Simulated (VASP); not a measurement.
A run of VASP 6.6.1 is set up as follows.

The input POSCAR:

```
ZnO
1.0
    3.2353522072      0.0000000000      0.0000000000
   -1.6176761036      2.8018972017      0.0000000000
    0.0000000000      0.0000000000      5.2109131099
Zn O
2 2
Direct
    0.3333333333      0.6666666667      0.4996551081
    0.6666666667      0.3333333333     -0.0003448919
    0.6666666667      0.3333333333      0.3793548919
    0.3333333333      0.6666666667      0.8793548919
```

File INCAR.step1:

```
ALGO = Normal
EDIFF = 1E-5
ENCUT = 520
GGA = PE
ISIF = 2
ISMEAR = 0
LASPH = True
LCHARG = False
LREAL = False
LWAVE = True
NBANDS = 26
NELM = 60
PREC = Accurate
SIGMA = 0.01
```

The input INCAR.step2:

```
ALGO = Normal
EDIFF = 1E-7
ENCUT = 520
GGA = PE
HFSCREEN = 0.2079
ISIF = 2
ISMEAR = 0
ISTART = 1
LASPH = True
LCHARG = False
LHFCALC = True
LREAL = False
LWAVE = False
NBANDS = 26
NELM = 60
PREC = Accurate
PRECFOCK = Normal
SIGMA = 0.01
```

File KPOINTS:

```
k-points
0
Gamma
  6 6 2
```

Potentials or basis: VASP PAW PBE potentials, release 64 (Zn, O).

Run with:

```bash
$ cat potpaw_PBE.64/Zn/POTCAR potpaw_PBE.64/O/POTCAR > POTCAR
$ cp INCAR.step1 INCAR
$ mpirun -np 1 vasp_std > vasp.out
$ cp INCAR.step2 INCAR
$ mpirun -np 1 vasp_std > vasp.out
```

Problem. Estimate the largest force.

Solution. 0.007 eV/Å.

Problem. Estimate the pressure.

Solution. 2.9 GPa.

Problem. Predict the band gap on the k mesh.

Solution. 2.49 eV.

Stress tensor (GPa, compression positive):
```
3.00 0.00 0.00
0.00 3.00 0.00
0.00 0.00 2.61
```

Caveat: the k points lie up to 0.60 Å⁻¹ apart; the PAW data sets were made with another functional, which shifts forces and pressure a little.
